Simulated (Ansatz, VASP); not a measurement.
# TiO2: VASP beside Ansatz

POSCAR

```
TiO2
1.0
    5.1491190800      0.0000000000      0.0000000000
    0.0000000000      9.1942033000      0.0000000000
    0.0000000000      0.0000000000      5.4591221900
Ti O
8 16
Direct
    0.1379105100      0.3710305100      0.4025823800
    0.6379105100      0.1289694900      0.5974176200
    0.3620894900      0.6289694900      0.9025823800
    0.8620894900      0.8710305100      0.0974176200
    0.8620894900      0.6289694900      0.5974176200
    0.3620894900      0.8710305100      0.4025823800
    0.6379105100      0.3710305100      0.0974176200
    0.1379105100      0.1289694900      0.9025823800
    0.4647101200      0.2697099600      0.3899939800
    0.9647101200      0.2302900400      0.6100060200
    0.0352898800      0.7302900400      0.8899939800
    0.5352898800      0.7697099600      0.1100060200
    0.5352898800      0.7302900400      0.6100060200
    0.0352898800      0.7697099600      0.3899939800
    0.9647101200      0.2697099600      0.1100060200
    0.4647101200      0.2302900400      0.8899939800
    0.8166313300      0.0104794700      0.8511885900
    0.3166313300      0.4895205300      0.1488114100
    0.6833686700      0.9895205300      0.3511885900
    0.1833686700      0.5104794700      0.6488114100
    0.1833686700      0.9895205300      0.1488114100
    0.6833686700      0.5104794700      0.8511885900
    0.3166313300      0.0104794700      0.6488114100
    0.8166313300      0.4895205300      0.3511885900
```

File INCAR.step1:

```
ALGO = Normal
EDIFF = 1E-4
ENCUT = 520
GGA = PE
ISMEAR = -1
LASPH = T
LCHARG = F
LREAL = Auto
LWAVE = T
NBANDS = 114
NELM = 100
PREC = Accurate
SIGMA = 0.02
```

File INCAR.step2:

```
ALGO = Normal
EDIFF = 1E-8
ENCUT = 520
ISIF = 2
ISMEAR = -1
ISTART = 1
LASPH = T
LCHARG = F
LEFG = T
LMIXTAU = T
LREAL = Auto
LWAVE = F
METAGGA = R2SCAN
NBANDS = 114
NELM = 100
PREC = Accurate
SIGMA = 0.02
```

Contents of KPOINTS:

```
k-points
0
Gamma
  5 3 5
```

Input for Ansatz:

```yaml
crystal:
  lattice:
    - [5.14911908, 0.0, 0.0]
    - [0.0, 9.1942033, 0.0]
    - [0.0, 0.0, 5.45912219]
  atoms:
    - { symbol: Ti, position: [0.13791051, 0.37103051, 0.40258238] }
    - { symbol: Ti, position: [0.63791051, 0.12896949, 0.59741762] }
    - { symbol: Ti, position: [0.36208949, 0.62896949, 0.90258238] }
    - { symbol: Ti, position: [0.86208949, 0.87103051, 0.09741762] }
    - { symbol: Ti, position: [0.86208949, 0.62896949, 0.59741762] }
    - { symbol: Ti, position: [0.36208949, 0.87103051, 0.40258238] }
    - { symbol: Ti, position: [0.63791051, 0.37103051, 0.09741762] }
    - { symbol: Ti, position: [0.13791051, 0.12896949, 0.90258238] }
    - { symbol: O, position: [0.46471012, 0.26970996, 0.38999398] }
    - { symbol: O, position: [0.96471012, 0.23029004, 0.61000602] }
    - { symbol: O, position: [0.03528988, 0.73029004, 0.88999398] }
    - { symbol: O, position: [0.53528988, 0.76970996, 0.11000602] }
    - { symbol: O, position: [0.53528988, 0.73029004, 0.61000602] }
    - { symbol: O, position: [0.03528988, 0.76970996, 0.38999398] }
    - { symbol: O, position: [0.96471012, 0.26970996, 0.11000602] }
    - { symbol: O, position: [0.46471012, 0.23029004, 0.88999398] }
    - { symbol: O, position: [0.81663133, 0.01047947, 0.85118859] }
    - { symbol: O, position: [0.31663133, 0.48952053, 0.14881141] }
    - { symbol: O, position: [0.68336867, 0.98952053, 0.35118859] }
    - { symbol: O, position: [0.18336867, 0.51047947, 0.64881141] }
    - { symbol: O, position: [0.18336867, 0.98952053, 0.14881141] }
    - { symbol: O, position: [0.68336867, 0.51047947, 0.85118859] }
    - { symbol: O, position: [0.31663133, 0.01047947, 0.64881141] }
    - { symbol: O, position: [0.81663133, 0.48952053, 0.35118859] }
kpoints:
  mp_grid: { grid: [5, 3, 5] }
scf:
  occupations: { method: fermi_dirac, width: 0.02 }
hamiltonian:
  xc: r2scan
  pseudopotentials: { kind: paw }
output:
  forces: true
  stress: true
  populations: true
  efg:
    quadrupole_moments_barn: { Ti: 0.247, O: -0.02558 }
    contact_densities: true
```

Alike in both runs: task electric field gradients; functional r2SCAN; k mesh 5 × 3 × 5; occupations fermi-dirac, width 0.02 eV; no spin polarisation.

|  | VASP | Ansatz |
| --- | --- | --- |
| version | VASP 6.6.1 | Ansatz 0.2.0 |
| potentials or method | VASP PAW PBE potentials, release 64 (Ti_sv, O) | plane-wave PAW, scalar-relativistic |
| plane-wave cutoff (eV) | 520 | 500 |
| valence electrons in the cell | 192 | 192 |

|  | VASP | Ansatz | Ansatz less VASP |
| --- | --- | --- | --- |
| gap on the k mesh at the Fermi level (eV) | 2.68 | 2.66 | -0.020 |
| pressure (GPa) | 0.0 | -1.2 | -1.22 |
| traceless stress, the component that is largest in VASP (GPa) | 0.09 | 0.04 | -0.053 |
| rms of the force components (eV/Å) | 0.010 | 0.046 | +0.0360 |
| size of Vzz on the site where it differs most (V/Å²) | 20.1 | 21.7 | +1.61 |

VASP's potentials were made for PBE, not for r2SCAN. Atom by atom the forces differ by 0.039 eV/Å (rms over components). With one functional, cell and mesh, what is left measures potentials, basis and numerics.
